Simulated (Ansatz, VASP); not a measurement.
**One calculation of In, two programs**

```
In
1.0
     1.65843    0.95750    8.15238
    -1.65843    0.95750    8.15238
     0.00000   -1.91499    8.15238
In
3
Cartesian
  0.0000 0.0000 0.0000
  0.0000 0.0000 19.0279
  0.0000 0.0000 5.4292
```

Change from the starting cell: volume scaled by 0.98.

Alike in both runs: task single point; functional PBEsol; k mesh 14 × 14 × 14; occupations fermi-dirac, width 0.05 eV; no spin polarisation.

```csv
,VASP,Ansatz
version,VASP 6.6.1,Ansatz 0.2.0
potentials or method,"VASP PAW PBE potentials, release 64 (In_d), cutoff 520 eV","all-electron LAPW, scalar-relativistic"
```

VASP gave:

- pressure (GPa): -0.4
- traceless stress, the component that is largest in VASP (GPa): 0.19
- rms of the force components (eV/Å): 0.010

**Question.** Estimate Ansatz's values.

**Answer.** Pressure (GPa): -0.4; traceless stress, the component that is largest in VASP (GPa): 0.18; rms of the force components (eV/Å): 0.009.

VASP's potentials were made for PBE, not for PBEsol. Atom by atom the forces differ by 0.000 eV/Å (rms over components). Ansatz ran all-electron here, and VASP with PAW potentials.
